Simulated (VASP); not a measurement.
# Pd (Fmmm) in VASP: a series of runs

Pd is run at these levels: PBEsol; tasks: single point.

Everything below comes from runs of VASP 6.6.1. Logs are shortened: lines on timing, memory, paths and dates and some standing lists are left out, and cuts for length are marked.

### 1 The cell of the first run

It takes space group Fmmm (No. 69, orthorhombic). Conventional cell: a = 3.145 Å, b = 4.280 Å, c = 4.614 Å, α = 90.00°, β = 90.00°, γ = 90.00°. Within 3.5 Å of Pd (site symmetry mmm) lie 14 Pd at 2.66 to 3.15 Å.

### 2 Single point, PBEsol (strain -0.0750 x Voigt [0, 0, 0, 0, 0, 1])

INCAR reads:

```
ALGO = Fast
EDIFF = 1E-6
ENCUT = 520
GGA = PS
ISIF = 2
ISMEAR = 0
LASPH = T
LCHARG = T
LELF = T
LREAL = F
LVHAR = T
LWAVE = F
NBANDS = 11
NELM = 60
PREC = Accurate
SIGMA = 0.15
```

KPOINTS reads:

```
k-points
0
Gamma
  22 22 22
```

POSCAR reads:

```
Pd
1.0
   -1.6312415375      1.6312415375      1.5722810000
    1.6312415375     -1.6312415375      1.5722810000
    1.5133204625      1.5133204625     -1.5722810000
Pd
1
Direct
    0.0000000000      0.0000000000      0.0000000000
```

Potentials or basis: VASP PAW PBE potentials, release 64 (Pd).

Command:

```bash
cat potpaw_PBE.64/Pd/POTCAR > POTCAR
mpirun -np 1 vasp_std > vasp.out
```

OUTCAR:

```text
EDIFF = 1E-6
   ENCUT = 520
   GGA = PS
   ISIF = 2
   ISMEAR = 0
   LASPH = T
   LREAL = F
   NELM = 60
   PREC = Accurate

 ion  position               nearest neighbor table
   1  0.000  0.000  0.000-

  LATTYP: Found a face centered orthorhombic cell.
 ALAT       =     3.1445620000
 B/A-ratio  =     1.3611805538
 C/A-ratio  =     1.4672465710

  Lattice vectors:

 A1 = (  -0.1179210750,   3.1445620000,   0.0000000000)
 A2 = (  -1.6312415375,   1.6312415375,   1.5722810000)
 A3 = (   1.5133204625,   1.5133204625,   1.5722810000)

Analysis of symmetry for initial positions (statically):
=====================================================================
 Subroutine PRICEL returns:
 Original cell was already a primitive cell.

 Routine SETGRP: Setting up the symmetry group for a
 face centered orthorhombic supercell.

 Subroutine GETGRP returns: Found  8 space group operations
 (whereof  8 operations were pure point group operations)
 out of a pool of  8 trial point group operations.

The static configuration has the point symmetry D_2h.

Analysis of symmetry for dynamics (positions and initial velocities):
=====================================================================
 Subroutine PRICEL returns:
 Original cell was already a primitive cell.

 Routine SETGRP: Setting up the symmetry group for a
 face centered orthorhombic supercell.

 Subroutine GETGRP returns: Found  8 space group operations
 (whereof  8 operations were pure point group operations)
 out of a pool of  8 trial point group operations.

The dynamic configuration has the point symmetry D_2h.

 Subroutine INISYM returns: Found  8 space group operations
 (whereof  8 operations are pure point group operations),
 and found     1 'primitive' translations

----------------------------------------------------------------------------------------

                                     Primitive cell

  volume of cell :      15.5253

  direct lattice vectors                    reciprocal lattice vectors
    -1.631241538  1.631241538  1.572281000     0.011942143  0.318457143  0.318009313
     1.631241538 -1.631241538  1.572281000     0.318457143  0.011942143  0.318009313
     1.513320463  1.513320463 -1.572281000     0.330399286  0.330399286  0.000000000

  length of vectors
     2.791767442  2.791767442  2.655625197     0.450208274  0.450208274  0.467255151

  position of ions in fractional coordinates (direct lattice)
     0.000000000  0.000000000  0.000000000

  ion indices of the primitive-cell ions
   primitive index   ion index
                 1           1

----------------------------------------------------------------------------------------

 KPOINTS: k-points

Automatic generation of k-mesh.
 Grid dimensions read from file:
 generate k-points for:   22   22   22

 Generating k-lattice:

  Cartesian coordinates                     Fractional coordinates (reciprocal lattice)
     0.000542825  0.014475325  0.014454969     0.045454545  0.000000000  0.000000000
     0.014475325  0.000542825  0.014454969     0.000000000  0.045454545  0.000000000
     0.015018149  0.015018149  0.000000000     0.000000000  0.000000000  0.045454545

  Length of vectors
     0.020464012  0.020464012  0.021238870

  Shift w.r.t. Gamma in fractional coordinates (k-lattice)
     0.000000000  0.000000000  0.000000000

 Subroutine IBZKPT returns following result:
 ===========================================

 Found   1530 irreducible k-points:

 Following reciprocal coordinates:
            Coordinates               Weight
  0.000000  0.000000  0.000000      1.000000
  0.045455 -0.000000  0.000000      8.000000
  0.090909 -0.000000  0.000000      8.000000
  0.136364  0.000000 -0.000000      8.000000
  0.181818  0.000000 -0.000000      8.000000
  0.227273 -0.000000  0.000000      8.000000
[... 16 lines left out ...]
  0.500000  0.045455  0.000000      8.000000
 -0.454545  0.045455 -0.000000      8.000000
 [... further k-points ...]
   k-points           NKPTS =   1530   k-points in BZ     NKDIM =   1530   number of bands    NBANDS=     11
   number of dos      NEDOS =    301   number of ions     NIONS =      1
   total plane-waves  NPLWV =  11520
   dimension x,y,z NGX =    24 NGY =   24 NGZ =   20
   dimension x,y,z NGXF=    48 NGYF=   48 NGZF=   40
   ions per type =               1
   NGX,Y,Z   is equivalent  to a cutoff of  14.29, 14.29, 12.52 a.u.
   NGXF,Y,Z  is equivalent  to a cutoff of  28.58, 28.58, 25.04 a.u.
 SYSTEM =  unknown system
   PREC   = accura    normal or accurate (medium, high low for compatibility)
   ISTART =      0    job   : 0-new  1-cont  2-samecut
   ICHARG =      2    charge: 1-file 2-atom 10-const
   ISPIN  =      1    spin polarized calculation?
   LNONCOLLINEAR =      F non collinear calculations
   LSORBIT =      F    spin-orbit coupling
   LASPH  =      T    aspherical Exc in radial PAW
   ENCUT  =  520.0 eV  38.22 Ry    6.18 a.u.   5.19  5.19  4.94*2*pi/ulx,y,z
   NELM   =     60;   NELMIN=  2; NELMDL= -5     # of ELM steps
   EDIFF  = 0.1E-05   stopping-criterion for ELM
   LREAL  =      F    real-space projection
   EDIFFG = 0.1E-04   stopping-criterion for IOM
   NSW    =      0    number of steps for IOM
   IBRION =     -1    ionic relax: 0-MD 1-quasi-New 2-CG
   NFREE  =      0    steps in history (QN), initial steepest desc. (CG)
   ISIF   =      2    stress and relaxation
   ISYM   =      2    0-nonsym 1-usesym 2-fastsym
   POTIM  = 0.5000    time-step for ionic-motion
   TEBEG  =    0.0;   TEEND  =   0.0 temperature during run
   PSTRESS=    0.0 pullay stress
   NELECT =      10.0000    total number of electrons
   NUPDOWN=      -1.0000    fix difference up-down
   EMIN   =  10.00;   EMAX   =-10.00  energy-range for DOS
   EFERMI =   0.00;   METHOD = LEGACY
   ISMEAR =     0;   SIGMA  =   0.15  broadening in eV -4-tet -1-fermi 0-gaus
   EFERMI_NEDOS =   21; number of points for ismear=-14 and -15
   IALGO  =     68    algorithm
   IMIX   =      4    mixing-type and parameters
     AMIX     =   0.40;   BMIX     =  1.00
     AMIX_MAG =   1.60;   BMIX_MAG =  1.00
  volume/ion in A,a.u.               =      15.53       104.77
  Fermi-wavevector in a.u.,A,eV,Ry     =   1.413823  2.671738 27.196625  1.998896
  Thomas-Fermi vector in A             =   2.535429
   LORBIT       =      0    0 simple, 1 ext, 2 COOP (PROOUT), +10 PAW based schemes
   GGA     = PS    functional components
   LHFCALC =     F    Hartree Fock is set to
   AEXX    =    0.0000 exact exchange contribution
   IVDW    =     0    specifies the selected vdW correction
   LEPSILON=     F    determine dielectric tensor
   LRPA    =     F    only Hartree local field effects (RPA)
 non-spin polarized calculation
 RMM-DIIS sequential band-by-band and
 Gauss-broadening in eV      SIGMA  =   0.15
  energy-cutoff  :      520.00
  volume of cell :       15.53
 maximum number of plane-waves:       432
 NGX is ok and might be reduce to    24
   NGX = 11   NGY = 11   NGZ =  9

 number of electron      10.0000002 magnetization

 Free energy of the ion-electron system (eV)
  ---------------------------------------------------
  ext. energy  EPLUGINS =         0.00000000
  ---------------------------------------------------
  free energy    TOTEN  =        -5.85981586 eV

  energy without entropy =       -5.84428515  energy(sigma->0) =       -5.85205051

 E-fermi :   8.7653     XC(G=0): -13.0551

 val. band max:        8.7651244935   @ k =  -0.1818   0.3182   0.0909
 cond. band min:       8.7660966087   @ k =  -0.2273   0.3636   0.3182
 fundamental gap:      0.0009721152
 Fermi energy:         8.7652591408

 k-point     1 :       0.0000    0.0000    0.0000
  band No.  band energies     occupation
      1       1.9424      2.00000
      2       5.5836      2.00000
      3       5.9669      2.00000
      4       6.4594      2.00000
      5       7.9253      2.00000
      6       7.9831      2.00000
      7      27.2048      0.00000
      8      28.0242      0.00000
      9      28.6410      0.00000
     10      35.7307      0.00000
     11      36.0835      0.00000

 k-point     2 :       0.0455   -0.0000    0.0000
  band No.  band energies     occupation
      1       2.0190      2.00000
      2       5.5965      2.00000
      3       5.9825      2.00000
      4       6.4614      2.00000
      5       7.9002      2.00000
      6       7.9769      2.00000
      7      27.2476      0.00000
      8      28.0007      0.00000
      9      28.6644      0.00000
     10      34.7884      0.00000
     11      35.3727      0.00000

 k-point     3 :       0.0909   -0.0000    0.0000
  band No.  band energies     occupation
      1       2.2437      2.00000
      2       5.6154      2.00000
      3       6.0266      2.00000
      4       6.4880      2.00000
      5       7.8260      2.00000
      6       7.9710      2.00000
      7      27.3162      0.00000
      8      27.8567      0.00000
      9      28.7459      0.00000
     10      33.6643      0.00000
     11      34.2567      0.00000

 k-point     4 :       0.1364    0.0000   -0.0000
  band No.  band energies     occupation
      1       2.5987      2.00000
      2       5.6054      2.00000
      3       6.0661      2.00000
      4       6.6062      2.00000
      5       7.7321      2.00000
      6       7.9711      2.00000
      7      27.0799      0.00000
      8      27.5479      0.00000
      9      28.9234      0.00000
     10      32.8504      0.00000
     11      33.3018      0.00000
[... 239 lines left out ...]
 k-point    22 :       0.4545    0.0455    0.0000
  band No.  band energies     occupation
      1       3.8687      2.00000
      2       4.8984      2.00000
      3       7.8529      2.00000
      4       8.0318      2.00000
      5       9.0238      0.01479
      6      10.5211      0.00000
      7      16.4001      0.00000
      8      23.2572      0.00000
      9      26.3870      0.00000
     10      32.1733      0.00000
     11      34.1893      0.00000

 k-point    23 :       0.5000    0.0455    0.0000
  band No.  band energies     occupation
      1       3.8677      2.00000
      2       4.8995      2.00000
      3       7.8459      2.00000
      4       8.0454      2.00000
      5       9.0528      0.00671
      6      10.4459      0.00000
      7      16.4390      0.00000
      8      23.2371      0.00000
      9      26.3739      0.00000
     10      32.2078      0.00000
     11      34.2188      0.00000

 k-point    24 :      -0.4545    0.0455   -0.0000
  band No.  band energies     occupation
      1       3.9063      2.00000
      2       4.9409      2.00000
      3       7.7978      2.00000
      4       8.0332      2.00000
      5       8.8333      0.52136
      6       9.8280      0.00000
      7      17.3409      0.00000
      8      23.4359      0.00000
      9      26.6709      0.00000
     10      32.0984      0.00000
     11      34.0413      0.00000

 [... further k-points ...]

------------------------ aborting loop because EDIFF is reached ----------------------------------------

  FORCE on cell =-STRESS in cart. coord.  units (eV):
  Direction    XX          YY          ZZ          XY          YZ          ZX
  --------------------------------------------------------------------------------------
  -------------------------------------------------------------------------------------
  Total       -0.8866521     -0.8866521     -0.8253618      0.6550791      0.0000000      0.0000000
  in kB      -91.5007171    -91.5007171    -85.1756758     67.6028491      0.0000000      0.0000000
  external PRESSURE =     -89.3923700 kB  Pullay stress =       0.0000000 kB

 VOLUME and BASIS-vectors are now :
 -----------------------------------------------------------------------------
  energy-cutoff  :      520.00
  volume of cell :       15.53
      direct lattice vectors                 reciprocal lattice vectors
    -1.631241538  1.631241538  1.572281000     0.011942143  0.318457143  0.318009313
     1.631241538 -1.631241538  1.572281000     0.318457143  0.011942143  0.318009313
     1.513320463  1.513320463 -1.572281000     0.330399286  0.330399286  0.000000000

 POSITION                                       TOTAL-FORCE (eV/Angst)
 -----------------------------------------------------------------------------------
      0.00000      0.00000      0.00000         0.000000      0.000000      0.000000
 -----------------------------------------------------------------------------------
    total drift:                                0.000000      0.000000     -0.000000

  FREE ENERGIE OF THE ION-ELECTRON SYSTEM (eV)
  ---------------------------------------------------
  free  energy   TOTEN  =        -5.8598158627 eV

  energy  without entropy=       -5.8442851537  energy(sigma->0) =       -5.85205051
```

It took 3.3 min on 1 thread of Intel Xeon Platinum 8259CL at 2.50GHz (Skylake/Cascade Lake), shared host; peak memory 0.36 GiB.

Results:

| Property | Result |
| --- | --- |
| Free energy | -5.8598 eV |
| Pressure | -8.9 GPa |
| Band gap on the k mesh | zero (bands 5 and 6 overlap by 1.75 eV) |

Levels at points of the mesh, in eV from the Fermi level:
| k point | band 3 | band 4 | band 5 | band 6 | band 7 | band 8 |
| --- | --- | --- | --- | --- | --- | --- |
| (0.00, 0.00, 0.00) | -2.80 | -2.31 | -0.84 | -0.78 | 18.44 | 19.26 |
| (0.50, 0.00, 0.00) | -0.91 | -0.65 | 0.55 | 1.43 | 7.53 | 14.63 |
| (0.50, 0.50, 0.00) | -0.75 | -0.40 | 0.40 | 0.93 | 6.67 | 15.48 |
| (0.00, 0.00, 0.50) | -1.06 | -0.92 | 0.80 | 1.99 | 8.38 | 14.51 |
| (0.50, 0.50, 0.50) | -0.11 | 0.20 | 0.56 | 8.97 | 9.03 | 9.04 |

Caveat: the cell differs from its parent crystal (strain -0.0750 x Voigt [0, 0, 0, 0, 0, 1]); the cell stands under tension; the PAW data sets were made with another functional, which shifts forces and pressure a little.

### 3 Single point, PBEsol (strain +0.0375 x Voigt [0, 0, 0, 0, 0, 1])

INCAR reads:

```
  ALGO = Fast
  EDIFF = 1E-7
  ENCUT = 520
  GGA = PS
  ISIF = 2
  ISMEAR = 0
  LASPH = T
  LCHARG = F
  LREAL = F
  LWAVE = F
  NBANDS = 11
  NELM = 100
  PREC = Accurate
  SIGMA = 0.15
```

KPOINTS is that of step 2.

POSCAR reads:

```
Pd
1.0
   -1.5428007312      1.5428007312      1.5722810000
    1.5428007312     -1.5428007312      1.5722810000
    1.6017612688      1.6017612688     -1.5722810000
Pd
1
Direct
    0.0000000000      0.0000000000      0.0000000000
```

Potentials or basis: VASP PAW PBE potentials, release 64 (Pd).

Command:

```bash
cat potpaw_PBE.64/Pd/POTCAR > POTCAR
mpirun -np 1 vasp_std > vasp.out
```

It took 3.7 min on 1 thread of Intel Xeon Platinum 8259CL at 2.50GHz (Skylake/Cascade Lake), shared host; peak memory 0.36 GiB.

Results (log left out):

* Free energy: -5.8771 eV
* Pressure: -9.8 GPa
* Band gap on the k mesh: zero (bands 5 and 6 overlap by 1.64 eV)

Stress tensor (GPa, compression positive):
```
-9.82 -3.31  0.00
-3.31 -9.82  0.00
 0.00  0.00 -9.67
```

Levels at points of the mesh, in eV from the Fermi level:
| k point | band 1 | band 2 | band 3 | band 4 | band 5 | band 6 | band 7 | band 8 | band 9 | band 10 |
| --- | --- | --- | --- | --- | --- | --- | --- | --- | --- | --- |
| (0.00, 0.00, 0.00) | -6.82 | -2.95 | -2.75 | -2.52 | -0.86 | -0.84 | 18.84 | 19.22 | 19.55 | 27.16 |
| (0.50, 0.00, 0.00) | -4.94 | -3.86 | -0.93 | -0.65 | 0.56 | 1.42 | 7.50 | 14.87 | 17.39 | 23.47 |
| (0.50, 0.50, 0.00) | -4.93 | -3.75 | -1.01 | -0.78 | 0.67 | 1.69 | 7.92 | 14.72 | 16.99 | 23.34 |
| (0.00, 0.00, 0.50) | -4.95 | -3.96 | -0.85 | -0.52 | 0.48 | 1.16 | 7.07 | 15.21 | 17.56 | 23.86 |
| (0.50, 0.50, 0.50) | -4.84 | -4.83 | 0.05 | 0.21 | 0.38 | 8.97 | 8.98 | 8.98 | 16.84 | 17.07 |

Caveat: the cell differs from its parent crystal (strain +0.0375 x Voigt [0, 0, 0, 0, 0, 1]); the cell stands under tension; the PAW data sets were made with another functional, which shifts forces and pressure a little.

### 4 Single point, PBEsol (strain +0.0937 x Voigt [0, 0, 0, 0, 0, 1])

INCAR reads:

```
PREC = Accurate ; ENCUT = 520
EDIFF = 1E-6 ; ISMEAR = 0
SIGMA = 0.15 ; LREAL = F
LASPH = T ; NELM = 80
ALGO = Fast ; ISIF = 2
LWAVE = F ; LCHARG = F
GGA = PS ; NBANDS = 11
```

KPOINTS reads:

```
Automatic mesh
0
Gamma
  22 22 22
```

POSCAR reads:

```
Pd
1.0
   -1.4986196352      1.4986196352      1.5722810000
    1.4986196352     -1.4986196352      1.5722810000
    1.6459423648      1.6459423648     -1.5722810000
Pd
1
Direct
    0.0000000000      0.0000000000      0.0000000000
```

Command:

```bash
cat potpaw_PBE.64/Pd/POTCAR > POTCAR
mpirun -np 1 vasp_std > vasp.out
```

Wall time 3.2 min (1 thread of Intel Xeon Platinum 8259CL at 2.50GHz (Skylake/Cascade Lake), shared host); peak memory 0.36 GiB.

It converged, with:

```
Free energy            : -5.8466 eV
Pressure               : -8.3 GPa
Band gap on the k mesh : zero (bands 5 and 6 overlap by 1.84 eV)
```

Stress tensor (GPa, compression positive):
```
-8.64 -8.59  0.00
-8.59 -8.64  0.00
 0.00  0.00 -7.61
```

Levels at points of the mesh, in eV from the Fermi level:
```
           k point  band 3  band 4  band 5  band 6  band 7  band 8
(0.00, 0.00, 0.00)   -2.84   -2.21   -0.83   -0.74   18.22   19.28
(0.50, 0.00, 0.00)   -0.90   -0.65    0.55    1.44    7.56   14.49
(0.50, 0.50, 0.00)   -1.07   -0.99    0.86    2.14    8.62   14.40
(0.00, 0.00, 0.50)   -0.69   -0.34    0.37    0.81    6.48   15.62
(0.50, 0.50, 0.50)   -0.19    0.20    0.65    8.97    9.06    9.08
```

Caveat: the cell differs from its parent crystal (strain +0.0937 x Voigt [0, 0, 0, 0, 0, 1]); the cell stands under tension; the PAW data sets were made with another functional, which shifts forces and pressure a little.

### 5 Summary

| cell | further INCAR settings | gap on the mesh (eV) | pressure (GPa) |
| --- | --- | --- | --- |
| a = 2.792, b = 2.792, c = 2.656 Å, angles 109.5, 109.5, 111.4°, 1 atom | ALGO = Fast; EDIFF = 1e-06; NBANDS = 11 | none | -8.9 |
| a = 2.689, b = 2.689, c = 2.757 Å, angles 109.5, 109.5, 108.4°, 1 atom | ALGO = Fast; EDIFF = 1e-07; NBANDS = 11 | none | -9.8 |
| a = 2.639, b = 2.639, c = 2.809 Å, angles 109.5, 109.5, 106.9°, 1 atom | ALGO = Fast; EDIFF = 1e-06; NBANDS = 11 | none | -8.3 |

Alike in all rows: task single point; level PBEsol; potentials or basis VASP PAW PBE potentials, release 64 (Pd); no spin polarisation; k mesh 22 × 22 × 22; cutoff (eV) 520; smearing gaussian 0.15 eV.

Caveats: the cell stands under tension; the PAW data sets were made with another functional, which shifts forces and pressure a little.

Absolute energies hang on the potentials; compare differences alone.
